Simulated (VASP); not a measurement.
# TiSi2 (Cmcm) in VASP: settings compared, part 2 of 2

VASP 6.6.1. Earlier steps stand in the parts before.

### 3 Single point, r2SCAN

This run uses another cell than the first one, of 14.46 Å³/atom.

Contents of POSCAR:

```
TiSi2
1.0
    1.7767948029     -6.8040462934      0.0000000000
    1.7767948029      6.8040462934      0.0000000000
    0.0000000000      0.0000000000      3.5887850817
Ti Si
2 4
Direct
    0.1031180800      0.8968819200      0.2500000000
    0.8968819200      0.1031180800      0.7500000000
    0.7503148200      0.2496851800      0.2500000000
    0.2496851800      0.7503148200      0.7500000000
    0.4417485500      0.5582514500      0.2500000000
    0.5582514500      0.4417485500      0.7500000000
```

Contents of INCAR.step1:

```
SYSTEM = TiSi2
  PREC = Accurate
  ENCUT = 520
  ISMEAR = -1
  SIGMA = 0.05
  LREAL = .False.
  LASPH = .True.
  NELM = 100
  NBANDS = 29
  GGA = PE
  ALGO = Normal
  EDIFF = 1E-4
  LWAVE = .True.
  LCHARG = .False.
```

Contents of INCAR.step2:

```
SYSTEM = TiSi2
  PREC = Accurate
  ENCUT = 520
  EDIFF = 1E-6
  ISMEAR = -1
  SIGMA = 0.05
  LREAL = .False.
  LASPH = .True.
  NELM = 100
  ALGO = Normal
  ISIF = 2
  LWAVE = .False.
  LCHARG = .False.
  METAGGA = R2SCAN
  LMIXTAU = .True.
  NBANDS = 29
  ISTART = 1
```

Contents of KPOINTS:

```
Automatic mesh
0
Gamma
  8 8 8
  0 0 0
```

Potentials or basis: VASP PAW PBE potentials, release 64 (Ti_sv, Si).

Command:

```console
$ cat potpaw_PBE.64/Ti_sv/POTCAR potpaw_PBE.64/Si/POTCAR > POTCAR
$ cp INCAR.step1 INCAR
$ mpirun -np 1 vasp_std > vasp.out
$ cp INCAR.step2 INCAR
$ mpirun -np 1 vasp_std > vasp.out
```

OUTCAR:

```text
SYSTEM = TiSi2
   PREC = Accurate
   ENCUT = 520
   EDIFF = 1E-6
   ISMEAR = -1
   LREAL = .False.
   LASPH = .True.
   NELM = 100
   ISIF = 2
   METAGGA = R2SCAN
   ISTART = 1

 ion  position               nearest neighbor table
   1  0.103  0.897  0.250-   6 2.60   6 2.60   6 2.60   6 2.60   3 2.68   3 2.68   4 2.68   4 2.68
                             5 2.82   5 2.82
   2  0.897  0.103  0.750-   5 2.60   5 2.60   5 2.60   5 2.60   4 2.68   4 2.68   3 2.68   3 2.68
                             6 2.82   6 2.82
   3  0.750  0.250  0.250-   4 2.53   4 2.53   4 2.53   4 2.53   1 2.68   1 2.68   2 2.68   2 2.68

   4  0.250  0.750  0.750-   3 2.53   3 2.53   3 2.53   3 2.53   2 2.68   2 2.68   1 2.68   1 2.68

   5  0.442  0.558  0.250-   6 2.39   6 2.39   2 2.60   2 2.60   2 2.60   2 2.60   1 2.82   1 2.82

   6  0.558  0.442  0.750-   5 2.39   5 2.39   1 2.60   1 2.60   1 2.60   1 2.60   2 2.82   2 2.82

  LATTYP: Found a base centered orthorhombic cell.
 ALAT       =     3.5535896058
 B/A-ratio  =     3.8293934011
 C/A-ratio  =     1.0099042039

  Lattice vectors:

 A1 = (   1.7767948029,  -6.8040462934,   0.0000000000)
 A2 = (   1.7767948029,   6.8040462934,   0.0000000000)
 A3 = (   0.0000000000,   0.0000000000,   3.5887850817)

Analysis of symmetry for initial positions (statically):
=====================================================================
 Subroutine PRICEL returns:
 Original cell was already a primitive cell.

 Routine SETGRP: Setting up the symmetry group for a
 base centered orthorhombic supercell.

 Subroutine GETGRP returns: Found  8 space group operations
 (whereof  4 operations were pure point group operations)
 out of a pool of  8 trial point group operations.

The static configuration has the point symmetry C_2h.
 The point group associated with its full space group is D_2h.

Analysis of symmetry for dynamics (positions and initial velocities):
=====================================================================
 Subroutine PRICEL returns:
 Original cell was already a primitive cell.

 Routine SETGRP: Setting up the symmetry group for a
 base centered orthorhombic supercell.

 Subroutine GETGRP returns: Found  8 space group operations
 (whereof  4 operations were pure point group operations)
 out of a pool of  8 trial point group operations.

The dynamic configuration has the point symmetry C_2h.
 The point group associated with its full space group is D_2h.

 Subroutine INISYM returns: Found  8 space group operations
 (whereof  4 operations are pure point group operations),
 and found     1 'primitive' translations

----------------------------------------------------------------------------------------

                                     Primitive cell

  volume of cell :      86.7725

  direct lattice vectors                    reciprocal lattice vectors
     1.776794803 -6.804046293  0.000000000     0.281405596 -0.073485685  0.000000000
     1.776794803  6.804046293  0.000000000     0.281405596  0.073485685  0.000000000
     0.000000000  0.000000000  3.588785082     0.000000000  0.000000000  0.278645831

  length of vectors
     7.032214853  7.032214853  3.588785082     0.290842320  0.290842320  0.278645831

  position of ions in fractional coordinates (direct lattice)
     0.103118080  0.896881920  0.250000000
     0.896881920  0.103118080  0.750000000
[... 45 lines left out ...]
  0.375000 -0.000000  0.000000      4.000000
  0.500000  0.000000  0.000000      2.000000
  0.125000  0.125000  0.000000      2.000000
[... 16 lines left out ...]
  0.125000  0.000000  0.125000      8.000000
  0.250000  0.000000  0.125000      8.000000
 [... further k-points ...]
   k-points           NKPTS =    105   k-points in BZ     NKDIM =    105   number of bands    NBANDS=     29
   number of dos      NEDOS =    301   number of ions     NIONS =      6
   total plane-waves  NPLWV =  81648
   dimension x,y,z NGX =    54 NGY =   54 NGZ =   28
   dimension x,y,z NGXF=   108 NGYF=  108 NGZF=   56
   ions per type =               2   4
   NGX,Y,Z   is equivalent  to a cutoff of  12.77, 12.77, 12.97 a.u.
   NGXF,Y,Z  is equivalent  to a cutoff of  25.53, 25.53, 25.94 a.u.
 SYSTEM =  TiSi2
   PREC   = accura    normal or accurate (medium, high low for compatibility)
   ISTART =      1    job   : 0-new  1-cont  2-samecut
   ICHARG =      0    charge: 1-file 2-atom 10-const
   ISPIN  =      1    spin polarized calculation?
   LNONCOLLINEAR =      F non collinear calculations
   LSORBIT =      F    spin-orbit coupling
   LASPH  =      T    aspherical Exc in radial PAW
   ENCUT  =  520.0 eV  38.22 Ry    6.18 a.u.  13.08 13.08  6.67*2*pi/ulx,y,z
   NELM   =    100;   NELMIN=  2; NELMDL=  0     # of ELM steps
   EDIFF  = 0.1E-05   stopping-criterion for ELM
   LREAL  =      F    real-space projection
   EDIFFG = 0.1E-04   stopping-criterion for IOM
   NSW    =      0    number of steps for IOM
   IBRION =     -1    ionic relax: 0-MD 1-quasi-New 2-CG
   NFREE  =      0    steps in history (QN), initial steepest desc. (CG)
   ISIF   =      2    stress and relaxation
   ISYM   =      2    0-nonsym 1-usesym 2-fastsym
   POTIM  = 0.5000    time-step for ionic-motion
   TEBEG  =    0.0;   TEEND  =   0.0 temperature during run
   PSTRESS=    0.0 pullay stress
   NELECT =      40.0000    total number of electrons
   NUPDOWN=      -1.0000    fix difference up-down
   EMIN   =  10.00;   EMAX   =-10.00  energy-range for DOS
   EFERMI =   0.00;   METHOD = LEGACY
   ISMEAR =    -1;   SIGMA  =   0.05  broadening in eV -4-tet -1-fermi 0-gaus
   EFERMI_NEDOS =   21; number of points for ismear=-14 and -15
   IALGO  =     38    algorithm
   IMIX   =      4    mixing-type and parameters
     AMIX     =   0.40;   BMIX     =  1.00
     AMIX_MAG =   1.60;   BMIX_MAG =  1.00
  volume/ion in A,a.u.               =      14.46        97.59
  Fermi-wavevector in a.u.,A,eV,Ry     =   1.264642  2.389826 21.760051  1.599319
  Thomas-Fermi vector in A             =   2.397936
   LORBIT       =      0    0 simple, 1 ext, 2 COOP (PROOUT), +10 PAW based schemes
   METAGGA = R2SCAN    functional components
   LHFCALC =     F    Hartree Fock is set to
   AEXX    =    0.0000 exact exchange contribution
   IVDW    =     0    specifies the selected vdW correction
   LEPSILON=     F    determine dielectric tensor
   LRPA    =     F    only Hartree local field effects (RPA)
 non-spin polarized calculation
  energy-cutoff  :      520.00
  volume of cell :       86.77
 maximum number of plane-waves:      2356
 NGX is ok and might be reduce to    54
   NGX = 27   NGY = 27   NGZ = 13

 number of electron      40.0000005 magnetization

 Free energy of the ion-electron system (eV)
  ---------------------------------------------------
  ext. energy  EPLUGINS =         0.00000000
  ---------------------------------------------------
  free energy    TOTEN  =       -64.26353539 eV

  energy without entropy =      -64.25230824  energy(sigma->0) =      -64.25792182

 E-fermi :  10.3737     XC(G=0): -12.3389

 val. band max:       10.3726598217   @ k =  -0.1250   0.1250   0.1250
 cond. band min:      10.3817471069   @ k =   0.5000   0.2500   0.0000
 fundamental gap:      0.0090872852
 Fermi energy:        10.3736909107

 k-point     1 :       0.0000    0.0000    0.0000
  band No.  band energies     occupation
      1     -48.9110      2.00000
      2     -48.9020      2.00000
      3     -24.2170      2.00000
      4     -24.1759      2.00000
      5     -24.1662      2.00000
      6     -24.1630      2.00000
[... 757 lines left out ...]
     28      13.8378      0.00000
     29      14.1469      0.00000

 [... further k-points ...]

------------------------ aborting loop because EDIFF is reached ----------------------------------------

  FORCE on cell =-STRESS in cart. coord.  units (eV):
  Direction    XX          YY          ZZ          XY          YZ          ZX
  --------------------------------------------------------------------------------------
  -------------------------------------------------------------------------------------
  Total       -1.4388425     -1.1800195     -1.6840132      0.0000000      0.0000000      0.0000000
  in kB      -26.5669601    -21.7880203    -31.0938213      0.0000000      0.0000000      0.0000000
  external PRESSURE =     -26.4829339 kB  Pullay stress =       0.0000000 kB

 VOLUME and BASIS-vectors are now :
 -----------------------------------------------------------------------------
  energy-cutoff  :      520.00
  volume of cell :       86.77
      direct lattice vectors                 reciprocal lattice vectors
     1.776794803 -6.804046293  0.000000000     0.281405596 -0.073485685  0.000000000
     1.776794803  6.804046293  0.000000000     0.281405596  0.073485685  0.000000000
     0.000000000  0.000000000  3.588785082     0.000000000  0.000000000  0.278645831

 POSITION                                       TOTAL-FORCE (eV/Angst)
 -----------------------------------------------------------------------------------
      1.77679      5.40081      0.89720         0.000000     -0.074082     -0.000000
      1.77679     -5.40081      2.69159         0.000000      0.074082      0.000000
      1.77679     -3.40631      0.89720         0.000000      0.001976     -0.000000
      1.77679      3.40631      2.69159         0.000000     -0.001976     -0.000000
      1.77679      0.79269      0.89720         0.000000     -0.064721     -0.000000
      1.77679     -0.79269      2.69159         0.000000      0.064721      0.000000
 -----------------------------------------------------------------------------------
    total drift:                                0.000000      0.000000      0.000000

  FREE ENERGIE OF THE ION-ELECTRON SYSTEM (eV)
  ---------------------------------------------------
  free  energy   TOTEN  =       -64.2635353896 eV

  energy  without entropy=      -64.2523082417  energy(sigma->0) =      -64.25792182
```

Wall time 46 min (1 thread of Oxide Virtual Turin-like, shared host); peak memory 0.41 GiB.

What came out:

* Free energy: -64.2635 eV
* Pressure: -2.6 GPa
* Largest force: 0.074 eV/Å
* Band gap on the k mesh: zero (bands 20 and 21 overlap by 1.01 eV)

Forces on the atoms (eV/Å):
```
Ti   0.000 -0.074  0.000
Ti   0.000  0.074  0.000
Si   0.000  0.002  0.000
Si   0.000 -0.002  0.000
Si   0.000 -0.065  0.000
Si   0.000  0.065  0.000
```

Caveat: the PAW data sets were made with another functional, which shifts forces and pressure a little.

### 4 Single point, r2SCAN

This run uses another cell than the first one, of 14.75 Å³/atom.

POSCAR, as its differences from that of step 3:

```diff
@@ -2,5 +2,5 @@
 1.0
-    1.7767948029     -6.8040462934      0.0000000000
-    1.7767948029      6.8040462934      0.0000000000
-    0.0000000000      0.0000000000      3.5887850817
+    1.7883327548     -6.8482296503      0.0000000000
+    1.7883327548      6.8482296503      0.0000000000
+    0.0000000000      0.0000000000      3.6120895340
 Ti Si
```

Contents of INCAR.step1:

```
SYSTEM = TiSi2
  ALGO = Normal
  EDIFF = 1E-4
  ENCUT = 520
  GGA = PE
  ISMEAR = -1
  LASPH = .TRUE.
  LCHARG = .FALSE.
  LREAL = .FALSE.
  LWAVE = .TRUE.
  NBANDS = 29
  NELM = 60
  PREC = Accurate
  SIGMA = 0.05
```

Contents of INCAR.step2:

```
SYSTEM = TiSi2
  ALGO = Normal
  EDIFF = 1E-6
  ENCUT = 520
  ISIF = 2
  ISMEAR = -1
  ISTART = 1
  LASPH = .TRUE.
  LCHARG = .TRUE.
  LELF = .TRUE.
  LMIXTAU = .TRUE.
  LREAL = .FALSE.
  LVHAR = .TRUE.
  LWAVE = .FALSE.
  METAGGA = R2SCAN
  NBANDS = 29
  NELM = 60
  PREC = Accurate
  SIGMA = 0.05
```

Contents of KPOINTS:

```
k-points
0
G
  8 8 8
  0 0 0
```

Command:

```console
$ cat potpaw_PBE.64/Ti_sv/POTCAR potpaw_PBE.64/Si/POTCAR > POTCAR
$ cp INCAR.step1 INCAR
$ mpirun -np 1 vasp_std > vasp.out
$ cp INCAR.step2 INCAR
$ mpirun -np 1 vasp_std > vasp.out
```

Wall time 40 min (1 thread of Oxide Virtual Turin-like, shared host); peak memory 0.41 GiB.

It converged, with:

```yaml
Free_energy: -64.2223 eV
Pressure: -5.2 GPa
Largest_force: 0.127 eV/Å
Band_gap_on_the_k_mesh: zero (bands 20 and 21 overlap by 0.99 eV)
```

Forces in eV/Å, atoms in the order of the input:
```
Ti   0.000 -0.127  0.000
Ti   0.000  0.127  0.000
Si   0.000  0.006  0.000
Si   0.000 -0.006  0.000
Si   0.000 -0.127  0.000
Si   0.000  0.127  0.000
```

Stress tensor (GPa, compression positive):
```
-5.17  0.00  0.00
 0.00 -4.31  0.00
 0.00  0.00 -5.99
```

Levels at points of the mesh, in eV from the Fermi level:
| k point | band 18 | band 19 | band 20 | band 21 | band 22 | band 23 |
| --- | --- | --- | --- | --- | --- | --- |
| (0.00, 0.00, 0.00) | -2.21 | -2.12 | 0.44 | 0.70 | 0.80 | 0.92 |
| (0.50, 0.00, 0.00) | -1.57 | -0.62 | -0.62 | -0.55 | 1.14 | 1.48 |
| (0.50, 0.50, 0.00) | -2.16 | -1.18 | 0.36 | 0.65 | 0.75 | 0.89 |
| (0.00, 0.00, 0.50) | -1.63 | -0.08 | -0.08 | 0.81 | 0.81 | 1.45 |
| (0.50, 0.00, 0.50) | -3.44 | -2.55 | -2.55 | 1.82 | 1.82 | 2.01 |
| (0.50, 0.50, 0.50) | -2.16 | -0.92 | -0.92 | 0.50 | 0.50 | 1.77 |

Caveat: the cell stands under tension; the PAW data sets were made with another functional, which shifts forces and pressure a little.

### 5 Summary

| level | cell | gap on the mesh (eV) | pressure (GPa) | largest force (eV/Å) |
| --- | --- | --- | --- | --- |
| PBE | a = 6.986, b = 6.986, c = 3.565 Å, angles 90.0, 90.0, 150.7°, 6 atoms | none | 1.8 | 0.18 |
| r2SCAN | a = 7.032, b = 7.032, c = 3.589 Å, angles 90.0, 90.0, 150.7°, 6 atoms | none | -2.6 | 0.07 |
| r2SCAN | a = 7.078, b = 7.078, c = 3.612 Å, angles 90.0, 90.0, 150.7°, 6 atoms | none | -5.2 | 0.13 |

Alike in all rows: task single point; potentials or basis VASP PAW PBE potentials, release 64 (Ti_sv, Si); no spin polarisation; k mesh 8 × 8 × 8; cutoff (eV) 520; smearing fermi-dirac 0.05 eV.

Caveats: the PAW data sets were made with another functional, which shifts forces and pressure a little (at least some runs); the cell stands under tension (at least some runs).

Total energies depend on the potentials used, so only differences within one code and one set of settings carry meaning.
